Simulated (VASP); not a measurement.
# BaS (zincblende type) (F-43m) in VASP: single point with PBE

Aim: the single point of BaS (zincblende type) with PBE.

Everything below comes from runs of VASP 6.6.1. Logs are shortened: lines on timing, memory, paths and dates and some standing lists are left out, and cuts for length are marked.

## (1) The cell of the first run

It takes space group F-43m (No. 216, cubic). The conventional cell has a = 7.170 Å, b = 7.170 Å, c = 7.170 Å, α = 90.00°, β = 90.00°, γ = 90.00°. Within 4.1 Å of Ba (site symmetry -43m) lie 4 S at 3.10 Å. Within 4.1 Å of S (site symmetry -43m) lie 4 Ba at 3.10 Å.

## (2) Single point, PBE (volume scaled by 1.06)

Contents of INCAR:

```
  ALGO = Normal
  EDIFF = 1E-7
  ENCUT = 520
  GGA = PE
  ISIF = 2
  ISMEAR = -1
  LASPH = True
  LCHARG = False
  LREAL = False
  LWAVE = False
  NBANDS = 15
  NELM = 100
  PREC = Accurate
  SIGMA = 0.08
```

Contents of KPOINTS:

```
k-points
0
Gamma
  9 9 9
```

Contents of POSCAR:

```
BaS
1.0
    0.0000000000      3.5850977816      3.5850977816
    3.5850977816      0.0000000000      3.5850977816
    3.5850977816      3.5850977816      0.0000000000
Ba S
1 1
Direct
    0.0000000000      0.0000000000      0.0000000000
    0.2500000000      0.2500000000      0.2500000000
```

Potentials or basis: VASP PAW PBE potentials, release 64 (Ba_sv, S).

Run with:

```bash
$ cat potpaw_PBE.64/Ba_sv/POTCAR potpaw_PBE.64/S/POTCAR > POTCAR
$ mpirun -np 1 vasp_std > vasp.out
```

OUTCAR:

```text
EDIFF = 1E-7
   ENCUT = 520
   GGA = PE
   ISIF = 2
   ISMEAR = -1
   LASPH = True
   LREAL = False
   NELM = 100
   PREC = Accurate

 ion  position               nearest neighbor table
   1  0.000  0.000  0.000-   2 3.10   2 3.10   2 3.10   2 3.10
   2  0.250  0.250  0.250-   1 3.10   1 3.10   1 3.10   1 3.10

  LATTYP: Found a face centered cubic cell.
 ALAT       =     7.1701955632

  Lattice vectors:

 A1 = (   0.0000000000,   3.5850977816,   3.5850977816)
 A2 = (   3.5850977816,   0.0000000000,   3.5850977816)
 A3 = (   3.5850977816,   3.5850977816,   0.0000000000)

Analysis of symmetry for initial positions (statically):
=====================================================================
 Subroutine PRICEL returns:
 Original cell was already a primitive cell.

 Routine SETGRP: Setting up the symmetry group for a
 face centered cubic supercell.

 Subroutine GETGRP returns: Found 24 space group operations
 (whereof 24 operations were pure point group operations)
 out of a pool of 48 trial point group operations.

The static configuration has the point symmetry T_d .

Analysis of symmetry for dynamics (positions and initial velocities):
=====================================================================
 Subroutine PRICEL returns:
 Original cell was already a primitive cell.

 Routine SETGRP: Setting up the symmetry group for a
 face centered cubic supercell.

 Subroutine GETGRP returns: Found 24 space group operations
 (whereof 24 operations were pure point group operations)
 out of a pool of 48 trial point group operations.

The dynamic configuration has the point symmetry T_d .

 Subroutine INISYM returns: Found 24 space group operations
 (whereof 24 operations are pure point group operations),
 and found     1 'primitive' translations

----------------------------------------------------------------------------------------

                                     Primitive cell

  volume of cell :      92.1580

  direct lattice vectors                    reciprocal lattice vectors
     0.000000000  3.585097782  3.585097782    -0.139466210  0.139466210  0.139466210
     3.585097782  0.000000000  3.585097782     0.139466210 -0.139466210  0.139466210
     3.585097782  3.585097782  0.000000000     0.139466210  0.139466210 -0.139466210

  length of vectors
     5.070093905  5.070093905  5.070093905     0.241562562  0.241562562  0.241562562

  position of ions in fractional coordinates (direct lattice)
     0.000000000  0.000000000  0.000000000
     0.250000000  0.250000000  0.250000000

  ion indices of the primitive-cell ions
   primitive index   ion index
                 1           1
                 2           2

----------------------------------------------------------------------------------------

 KPOINTS: k-points

Automatic generation of k-mesh.
 Grid dimensions read from file:
 generate k-points for:    9    9    9

 Generating k-lattice:

  Cartesian coordinates                     Fractional coordinates (reciprocal lattice)
    -0.015496246  0.015496246  0.015496246     0.111111111  0.000000000  0.000000000
     0.015496246 -0.015496246  0.015496246     0.000000000  0.111111111  0.000000000
     0.015496246  0.015496246 -0.015496246     0.000000000  0.000000000  0.111111111

  Length of vectors
     0.026840285  0.026840285  0.026840285

  Shift w.r.t. Gamma in fractional coordinates (k-lattice)
     0.000000000  0.000000000  0.000000000

 Subroutine IBZKPT returns following result:
 ===========================================

 Found     35 irreducible k-points:

 Following reciprocal coordinates:
            Coordinates               Weight
  0.000000  0.000000  0.000000      1.000000
  0.111111  0.000000  0.000000      8.000000
  0.222222  0.000000  0.000000      8.000000
  0.333333  0.000000  0.000000      8.000000
  0.444444  0.000000  0.000000      8.000000
  0.111111  0.111111  0.000000      6.000000
[... 16 lines left out ...]
 -0.333333  0.333333  0.000000     12.000000
  0.444444  0.444444  0.000000      6.000000
 [... further k-points ...]
   k-points           NKPTS =     35   k-points in BZ     NKDIM =     35   number of bands    NBANDS=     15
   number of dos      NEDOS =    301   number of ions     NIONS =      2
   total plane-waves  NPLWV =  64000
   dimension x,y,z NGX =    40 NGY =   40 NGZ =   40
   dimension x,y,z NGXF=    80 NGYF=   80 NGZF=   80
   ions per type =               1   1
   NGX,Y,Z   is equivalent  to a cutoff of  13.12, 13.12, 13.12 a.u.
   NGXF,Y,Z  is equivalent  to a cutoff of  26.23, 26.23, 26.23 a.u.
 SYSTEM =  unknown system
   PREC   = accura    normal or accurate (medium, high low for compatibility)
   ISTART =      0    job   : 0-new  1-cont  2-samecut
   ICHARG =      2    charge: 1-file 2-atom 10-const
   ISPIN  =      1    spin polarized calculation?
   LNONCOLLINEAR =      F non collinear calculations
   LSORBIT =      F    spin-orbit coupling
   LASPH  =      T    aspherical Exc in radial PAW
   ENCUT  =  520.0 eV  38.22 Ry    6.18 a.u.   9.43  9.43  9.43*2*pi/ulx,y,z
   NELM   =    100;   NELMIN=  2; NELMDL= -5     # of ELM steps
   EDIFF  = 0.1E-06   stopping-criterion for ELM
   LREAL  =      F    real-space projection
   EDIFFG = 0.1E-05   stopping-criterion for IOM
   NSW    =      0    number of steps for IOM
   IBRION =     -1    ionic relax: 0-MD 1-quasi-New 2-CG
   NFREE  =      0    steps in history (QN), initial steepest desc. (CG)
   ISIF   =      2    stress and relaxation
   ISYM   =      2    0-nonsym 1-usesym 2-fastsym
   POTIM  = 0.5000    time-step for ionic-motion
   TEBEG  =    0.0;   TEEND  =   0.0 temperature during run
   PSTRESS=    0.0 pullay stress
   NELECT =      16.0000    total number of electrons
   NUPDOWN=      -1.0000    fix difference up-down
   EMIN   =  10.00;   EMAX   =-10.00  energy-range for DOS
   EFERMI =   0.00;   METHOD = LEGACY
   ISMEAR =    -1;   SIGMA  =   0.08  broadening in eV -4-tet -1-fermi 0-gaus
   EFERMI_NEDOS =   21; number of points for ismear=-14 and -15
   IALGO  =     38    algorithm
   IMIX   =      4    mixing-type and parameters
     AMIX     =   0.40;   BMIX     =  1.00
     AMIX_MAG =   1.60;   BMIX_MAG =  1.00
  volume/ion in A,a.u.               =      46.08       310.96
  Fermi-wavevector in a.u.,A,eV,Ry     =   0.913280  1.725848 11.348346  0.834080
  Thomas-Fermi vector in A             =   2.037773
   LORBIT       =      0    0 simple, 1 ext, 2 COOP (PROOUT), +10 PAW based schemes
   GGA     = PE    functional components
   LHFCALC =     F    Hartree Fock is set to
   AEXX    =    0.0000 exact exchange contribution
   IVDW    =     0    specifies the selected vdW correction
   LEPSILON=     F    determine dielectric tensor
   LRPA    =     F    only Hartree local field effects (RPA)
 non-spin polarized calculation
  energy-cutoff  :      520.00
  volume of cell :       92.16
 maximum number of plane-waves:      2509
 NGX is ok and might be reduce to    40
   NGX = 19   NGY = 19   NGZ = 19

 number of electron      16.0000001 magnetization

 Free energy of the ion-electron system (eV)
  ---------------------------------------------------
  ext. energy  EPLUGINS =         0.00000000
  ---------------------------------------------------
  free energy    TOTEN  =        -9.72272213 eV

  energy without entropy =       -9.72272212  energy(sigma->0) =       -9.72272212

 E-fermi :   1.1389     XC(G=0):  -6.9774

 val. band max:       -0.4122163051   @ k =  -0.3333   0.4444   0.2222
 cond. band min:       2.2869682651   @ k =   0.0000   0.0000   0.0000
 fundamental gap:      2.6991845702
 Fermi energy:         1.1389086521

 k-point     1 :       0.0000    0.0000    0.0000
  band No.  band energies     occupation
      1     -26.6530      2.00000
      2     -11.8185      2.00000
      3     -11.8185      2.00000
      4     -11.8185      2.00000
      5     -10.2186      2.00000
      6      -0.9725      2.00000
      7      -0.9725      2.00000
      8      -0.9725      2.00000
      9       2.2870      0.00000
     10       4.5736      0.00000
     11       4.5736      0.00000
     12       6.3676      0.00000
     13       6.3676      0.00000
     14       6.3676      0.00000
     15       9.2446      0.00000

 k-point     2 :       0.1111    0.0000    0.0000
  band No.  band energies     occupation
      1     -26.6518      2.00000
      2     -11.8899      2.00000
      3     -11.8222      2.00000
      4     -11.8222      2.00000
      5     -10.1432      2.00000
      6      -1.0154      2.00000
      7      -0.9437      2.00000
      8      -0.9437      2.00000
      9       2.5513      0.00000
     10       4.4760      0.00000
     11       4.4760      0.00000
     12       6.2133      0.00000
     13       6.5468      0.00000
     14       6.5468      0.00000
     15       8.5221      0.00000

 k-point     3 :       0.2222    0.0000    0.0000
  band No.  band energies     occupation
      1     -26.6486      2.00000
      2     -12.0463      2.00000
      3     -11.8314      2.00000
      4     -11.8314      2.00000
      5      -9.9782      2.00000
      6      -1.0643      2.00000
      7      -0.8731      2.00000
      8      -0.8731      2.00000
      9       3.1707      0.00000
     10       4.3689      0.00000
     11       4.3689      0.00000
     12       5.8960      0.00000
     13       6.7044      0.00000
     14       6.7044      0.00000
     15       7.3984      0.00000

 k-point     4 :       0.3333    0.0000    0.0000
  band No.  band energies     occupation
      1     -26.6450      2.00000
      2     -12.1965      2.00000
      3     -11.8417      2.00000
      4     -11.8417      2.00000
      5      -9.8217      2.00000
      6      -1.0346      2.00000
      7      -0.7978      2.00000
      8      -0.7978      2.00000
      9       3.7351      0.00000
     10       4.4459      0.00000
     11       4.4459      0.00000
     12       5.4270      0.00000
     13       6.3947      0.00000
     14       6.3947      0.00000
     15       7.0232      0.00000
[... 307 lines left out ...]
 k-point    22 :      -0.4444    0.3333    0.0000
  band No.  band energies     occupation
      1     -26.6394      2.00000
      2     -12.3325      2.00000
      3     -11.9228      2.00000
      4     -11.8812      2.00000
      5      -9.5838      2.00000
      6      -1.1694      2.00000
      7      -0.5475      2.00000
      8      -0.4974      2.00000
      9       3.0627      0.00000
     10       4.1247      0.00000
     11       4.9845      0.00000
     12       6.2021      0.00000
     13       6.2261      0.00000
     14       7.0619      0.00000
     15       8.3189      0.00000

 k-point    23 :      -0.3333    0.3333    0.0000
  band No.  band energies     occupation
      1     -26.6397      2.00000
      2     -12.3167      2.00000
      3     -11.9365      2.00000
      4     -11.8704      2.00000
      5      -9.5956      2.00000
      6      -1.0089      2.00000
      7      -0.6758      2.00000
      8      -0.5692      2.00000
      9       3.1257      0.00000
     10       4.3205      0.00000
     11       4.5548      0.00000
     12       6.1897      0.00000
     13       6.4930      0.00000
     14       7.0053      0.00000
     15       7.9838      0.00000

 k-point    24 :       0.4444    0.4444    0.0000
  band No.  band energies     occupation
      1     -26.6393      2.00000
      2     -12.3494      2.00000
      3     -11.8926      2.00000
      4     -11.8926      2.00000
      5      -9.5860      2.00000
      6      -1.3593      2.00000
      7      -0.4160      2.00000
      8      -0.4160      2.00000
      9       3.0339      0.00000
     10       4.1716      0.00000
     11       5.6908      0.00000
     12       5.7723      0.00000
     13       5.7723      0.00000
     14       7.0380      0.00000
     15       8.5542      0.00000

 [... further k-points ...]
[... 5 lines left out ...]
  --------------------------------------------------------------------------------------
  -------------------------------------------------------------------------------------
  Total       -0.6080784     -0.6080784     -0.6080784     -0.0000000      0.0000000     -0.0000000
  in kB      -10.5715132    -10.5715132    -10.5715132     -0.0000000      0.0000000     -0.0000000
  external PRESSURE =     -10.5715132 kB  Pullay stress =       0.0000000 kB

 VOLUME and BASIS-vectors are now :
 -----------------------------------------------------------------------------
  energy-cutoff  :      520.00
  volume of cell :       92.16
      direct lattice vectors                 reciprocal lattice vectors
     0.000000000  3.585097782  3.585097782    -0.139466210  0.139466210  0.139466210
     3.585097782  0.000000000  3.585097782     0.139466210 -0.139466210  0.139466210
     3.585097782  3.585097782  0.000000000     0.139466210  0.139466210 -0.139466210

 POSITION                                       TOTAL-FORCE (eV/Angst)
 -----------------------------------------------------------------------------------
      0.00000      0.00000      0.00000         0.000000      0.000000      0.000000
      1.79255      1.79255      1.79255         0.000000     -0.000000     -0.000000
 -----------------------------------------------------------------------------------
    total drift:                                0.000000      0.000000     -0.000000

  FREE ENERGIE OF THE ION-ELECTRON SYSTEM (eV)
  ---------------------------------------------------
  free  energy   TOTEN  =        -9.7227221255 eV

  energy  without entropy=       -9.7227221190  energy(sigma->0) =       -9.72272212
```

Run time: 61 s. Hardware: 1 thread of Intel Xeon Platinum 8375C at 2.90GHz (Ice Lake), shared host; peak memory 0.26 GiB.

What came out:

* Free energy: -9.7227 eV
* Pressure: -1.1 GPa
* Band gap on the k mesh: 2.70 eV, indirect (least direct gap 3.26 eV)

Caveat: spin-orbit coupling is left out, which moves the levels of the heavy elements.
